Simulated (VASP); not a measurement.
# BiBrF3 (Pm-3m) in VASP: notebook, part 2 of 2

VASP 6.6.1. The steps go on from the part before.

## (3) Relaxation of cell and atoms, PBE

This run uses another cell than the first one, of 19.75 Å³/atom.

INCAR reads:

```
PREC = Accurate
ENCUT = 600
EDIFF = 1E-7
ISMEAR = 0
SIGMA = 0.1
LREAL = F
LASPH = T
NELM = 100
ALGO = Fast
ISIF = 3
LWAVE = F
LCHARG = F
GGA = PE
IBRION = 2
NSW = 100
EDIFFG = -0.01
```

KPOINTS reads:

```
Automatic mesh
0
Gamma
  8 8 8
```

POSCAR reads:

```
BiBrF3
1.0
    4.6219002642      0.0000000000      0.0000000000
    0.0000000000      4.6219002642      0.0000000000
    0.0000000000      0.0000000000      4.6219002642
Bi Br F
1 1 3
Direct
    0.0000000000      0.0000000000      0.0000000000
    0.5000000000      0.5000000000      0.5000000000
    0.5000000000      0.5000000000      0.0000000000
    0.0000000000      0.5000000000      0.5000000000
    0.5000000000      0.0000000000      0.5000000000
```

Potentials or basis: VASP PAW PBE potentials, release 64 (Bi_d, Br, F).

Command:

```console
$ cat potpaw_PBE.64/Bi_d/POTCAR potpaw_PBE.64/Br/POTCAR potpaw_PBE.64/F/POTCAR > POTCAR
$ mpirun -np 1 vasp_std > vasp.out
```

OUTCAR:

```text
PREC = Accurate
   ENCUT = 600
   EDIFF = 1E-7
   ISMEAR = 0
   LREAL = F
   LASPH = T
   NELM = 100
   ISIF = 3
   GGA = PE
   IBRION = 2
   NSW = 100
   EDIFFG = -0.01

 ion  position               nearest neighbor table
   1  0.000  0.000  0.000-
   2  0.500  0.500  0.500-   3 2.31   4 2.31   5 2.31   3 2.31   5 2.31   4 2.31
   3  0.500  0.500  0.000-   2 2.31   2 2.31
   4  0.000  0.500  0.500-   2 2.31   2 2.31
   5  0.500  0.000  0.500-   2 2.31   2 2.31

[... 927 lines left out ...]
  -------------------------------------------------------------------------------------
  Total       -0.0396701     -0.0396701     -0.0396701     -0.0000000      0.0000000      0.0000000
  in kB       -0.6493490     -0.6493490     -0.6493490     -0.0000000      0.0000000      0.0000000
  external PRESSURE =      -0.6493490 kB  Pullay stress =       0.0000000 kB

 VOLUME and BASIS-vectors are now :
 -----------------------------------------------------------------------------
  energy-cutoff  :      600.00
  volume of cell :       97.88
      direct lattice vectors                 reciprocal lattice vectors
     4.608558368  0.000000000  0.000000000     0.216987596 -0.000000000  0.000000000
     0.000000000  4.608558368  0.000000000    -0.000000000  0.216987596  0.000000000
    -0.000000000 -0.000000000  4.608558368    -0.000000000 -0.000000000  0.216987596

 POSITION                                       TOTAL-FORCE (eV/Angst)
 -----------------------------------------------------------------------------------
      0.00000      0.00000      0.00000        -0.000000      0.000000      0.000000
      2.30428      2.30428      2.30428        -0.000000     -0.000000      0.000000
      2.30428      2.30428      0.00000         0.000000      0.000000      0.000000
     -0.00000      2.30428      2.30428         0.000000      0.000000     -0.000000
      2.30428     -0.00000      2.30428        -0.000000     -0.000000      0.000000
 -----------------------------------------------------------------------------------
    total drift:                                0.000000      0.000000     -0.000000

  FREE ENERGIE OF THE ION-ELECTRON SYSTEM (eV)
  ---------------------------------------------------
  free  energy   TOTEN  =       -12.6759098319 eV

  energy  without entropy=      -12.6499416074  energy(sigma->0) =      -12.66292572

 reached required accuracy - stopping structural energy minimisation
```

OSZICAR:

```text
N       E                     dE             d eps       ncg     rms          rms(c)
DAV:   1     0.499651340643E+03    0.49965E+03   -0.24183E+04  1750   0.196E+03
[... 23 lines left out ...]
RMM:   5    -0.126759028234E+02    0.14378E-03   -0.18757E-03  2260   0.365E-01    0.730E-02
RMM:   6    -0.126759095353E+02   -0.67119E-05   -0.27621E-04  2319   0.145E-01    0.558E-02
RMM:   7    -0.126759139887E+02   -0.44534E-05   -0.37281E-05  2023   0.579E-02    0.345E-02
RMM:   8    -0.126759103637E+02    0.36249E-05   -0.24881E-05  1837   0.386E-02    0.990E-03
RMM:   9    -0.126759101642E+02    0.19953E-06   -0.57862E-06  2313   0.219E-02    0.519E-03
RMM:  10    -0.126759098255E+02    0.33868E-06   -0.26961E-06  1906   0.165E-02    0.125E-03
RMM:  11    -0.126759098319E+02   -0.63646E-08   -0.57853E-07  1711   0.771E-03
   2 F= -.12675910E+02 E0= -.12662926E+02  d E =-.149682E-02
```

CONTCAR:

```text
BiBrF3
   1.00000000000000
     4.6085583681624085    0.0000000000000000    0.0000000000000000
     0.0000000000000000    4.6085583681624085    0.0000000000000000
    -0.0000000000000000   -0.0000000000000000    4.6085583681624085
  Bi              Br              F
     1     1     3
Direct
     0.0000000000000000    0.0000000000000000    0.0000000000000000
     0.5000000000000000    0.5000000000000000    0.5000000000000000
     0.5000000000000000    0.5000000000000000    0.0000000000000000
     0.0000000000000000    0.5000000000000000    0.5000000000000000
     0.5000000000000000    0.0000000000000000    0.5000000000000000

  0.00000000E+00  0.00000000E+00  0.00000000E+00
  0.00000000E+00  0.00000000E+00  0.00000000E+00
  0.00000000E+00  0.00000000E+00  0.00000000E+00
  0.00000000E+00  0.00000000E+00  0.00000000E+00
  0.00000000E+00  0.00000000E+00  0.00000000E+00
```

It took 84 s on 1 thread of Intel Xeon 6975P-C (Granite Rapids), shared host; peak memory 0.31 GiB.

What came out:

```
Free energy                           : -12.6759 eV
Relaxed volume                        : 19.58 Å³/atom
Relaxed cell                          : a = 4.609 Å, b = 4.609 Å, c = 4.609 Å, α = 90.00°, β = 90.00°, γ = 90.00°
Space group after relaxing (to 0.1 Å) : Pm-3m (No. 221)
Energy gained by relaxing             : 0.3 meV/atom
Ionic steps                           : 2
Pressure after relaxing               : -0.1 GPa
Band gap on the k mesh                : zero (an odd number of electrons rules out a gap without spin polarisation)
```

Step by step:
| step | energy change (eV) | largest force (eV/Å) | pressure (GPa) | volume (Å³) |
| --- | --- | --- | --- | --- |
| 1 | 0.0000 | 0.0000 | -0.49 | 98.73 |
| 2 | -0.0015 | 0.0000 | -0.06 | 97.88 |

Final structure:
```
CELL_PARAMETERS angstrom
4.60856 0.00000 0.00000
0.00000 4.60856 0.00000
0.00000 0.00000 4.60856
ATOMIC_POSITIONS crystal
Bi 0.00000 0.00000 0.00000
Br 0.50000 0.50000 0.50000
F 0.50000 0.50000 0.00000
F 0.00000 0.50000 0.50000
F 0.50000 0.00000 0.50000
```

Caveat: spin-orbit coupling is left out, which moves the levels of the heavy elements; an odd number of electrons without spin polarisation forces a metal; a magnetic or distorted state may lie lower.

## (4) Single point, PBE

This run uses another cell than the first one, of 22.32 Å³/atom.

INCAR reads:

```
SYSTEM = BiBrF3
ALGO = Normal ; EDIFF = 1E-7
ENCUT = 520 ; GGA = PE
ISIF = 2 ; ISMEAR = 0
LASPH = .True. ; LCHARG = .False.
LREAL = .False. ; LWAVE = .False.
NBANDS = 30 ; NELM = 100
PREC = Accurate ; SIGMA = 0.1
```

KPOINTS reads:

```
k-points
0
Gamma
  4 4 4
  0 0 0
```

Edit POSCAR of step 3 so:

```diff
@@ -2,5 +2,5 @@
 1.0
-    4.6219002642      0.0000000000      0.0000000000
-    0.0000000000      4.6219002642      0.0000000000
-    0.0000000000      0.0000000000      4.6219002642
+    4.8141810200      0.0000000000      0.0000000000
+    0.0000000000      4.8141810200      0.0000000000
+    0.0000000000      0.0000000000      4.8141810200
 Bi Br F
```

Potentials or basis: VASP PAW PBE potentials, release 64 (Bi_d, Br, F).

Command:

```console
$ cat potpaw_PBE.64/Bi_d/POTCAR potpaw_PBE.64/Br/POTCAR potpaw_PBE.64/F/POTCAR > POTCAR
$ mpirun -np 1 vasp_std > vasp.out
```

OUTCAR:

```text
SYSTEM = BiBrF3
   EDIFF = 1E-7
   ENCUT = 520
   GGA = PE
   ISIF = 2
   ISMEAR = 0
   LASPH = .True.
   LREAL = .False.
   NELM = 100
   PREC = Accurate

 ion  position               nearest neighbor table
   1  0.000  0.000  0.000-
   2  0.500  0.500  0.500-
   3  0.500  0.500  0.000-
   4  0.000  0.500  0.500-
   5  0.500  0.000  0.500-

  LATTYP: Found a simple cubic cell.
[... 512 lines left out ...]

  FORCE on cell =-STRESS in cart. coord.  units (eV):
  Direction    XX          YY          ZZ          XY          YZ          ZX
  --------------------------------------------------------------------------------------
  -------------------------------------------------------------------------------------
  Total       -3.3003138     -3.3003138     -3.3003138      0.0000000      0.0000000     -0.0000000
  in kB      -47.3912946    -47.3912946    -47.3912946      0.0000000      0.0000000     -0.0000000
  external PRESSURE =     -47.3912946 kB  Pullay stress =       0.0000000 kB

 VOLUME and BASIS-vectors are now :
 -----------------------------------------------------------------------------
  energy-cutoff  :      520.00
  volume of cell :      111.58
      direct lattice vectors                 reciprocal lattice vectors
     4.814181020  0.000000000  0.000000000     0.207719651  0.000000000  0.000000000
     0.000000000  4.814181020  0.000000000     0.000000000  0.207719651  0.000000000
     0.000000000  0.000000000  4.814181020     0.000000000  0.000000000  0.207719651

 POSITION                                       TOTAL-FORCE (eV/Angst)
 -----------------------------------------------------------------------------------
      0.00000      0.00000      0.00000         0.000000      0.000000      0.000000
      2.40709      2.40709      2.40709         0.000000      0.000000      0.000000
      2.40709      2.40709      0.00000         0.000000      0.000000      0.000000
      0.00000      2.40709      2.40709         0.000000      0.000000      0.000000
      2.40709      0.00000      2.40709         0.000000      0.000000      0.000000
 -----------------------------------------------------------------------------------
    total drift:                                0.000000      0.000000      0.000000

  FREE ENERGIE OF THE ION-ELECTRON SYSTEM (eV)
  ---------------------------------------------------
  free  energy   TOTEN  =       -12.3260886867 eV

  energy  without entropy=      -12.2981709626  energy(sigma->0) =      -12.31212982
```

Run time: 16 s. Hardware: 1 thread of Intel Xeon 6975P-C (Granite Rapids), shared host; peak memory 0.21 GiB.

What came out:

| Property | Result |
| --- | --- |
| Free energy | -12.3261 eV |
| Pressure | -4.7 GPa |
| Band gap on the k mesh | zero (an odd number of electrons rules out a gap without spin polarisation) |

Levels at points of the mesh, in eV from the Fermi level:
| k point | band 17 | band 18 | band 19 | band 20 | band 21 | band 22 | band 23 | band 24 | band 25 | band 26 |
| --- | --- | --- | --- | --- | --- | --- | --- | --- | --- | --- |
| (0.00, 0.00, 0.00) | -3.11 | -3.11 | -3.11 | 0.66 | 0.66 | 0.66 | 1.00 | 1.00 | 1.00 | 6.25 |
| (0.50, 0.00, 0.00) | -3.18 | -3.12 | -3.12 | -1.30 | -0.84 | 0.46 | 0.46 | 0.86 | 0.86 | 7.47 |
| (0.50, 0.50, 0.00) | -3.25 | -3.04 | -2.85 | -1.60 | -1.60 | -0.03 | -0.03 | 0.25 | 0.75 | 7.74 |
| (0.50, 0.50, 0.50) | -2.85 | -2.85 | -2.77 | -2.03 | -2.03 | -2.03 | 0.33 | 0.33 | 0.33 | 8.57 |

Caveat: the cell stands under tension; spin-orbit coupling is left out, which moves the levels of the heavy elements; an odd number of electrons without spin polarisation forces a metal; a magnetic or distorted state may lie lower.

## (5) Summary

| task | cell | k mesh | cutoff (eV) | gap on the mesh (eV) | pressure (GPa) |
| --- | --- | --- | --- | --- | --- |
| single point | a = 4.614 Å, 5 atoms | 8 × 8 × 8 | 520 | none | -0.2 |
| relaxation of cell and atoms | relaxed from a = 4.622 Å, 5 atoms | 8 × 8 × 8 | 600 | none | -0.1 |
| single point | a = 4.814 Å, 5 atoms | 4 × 4 × 4 | 520 | none | -4.7 |

Alike in all rows: level PBE; potentials or basis VASP PAW PBE potentials, release 64 (Bi_d, Br, F); no spin polarisation; smearing gaussian 0.1 eV.

Caveats: spin-orbit coupling is left out, which moves the levels of the heavy elements; an odd number of electrons without spin polarisation forces a metal; a magnetic or distorted state may lie lower; the cell stands under tension (at least some runs).

Absolute energies hang on the potentials; compare differences alone.
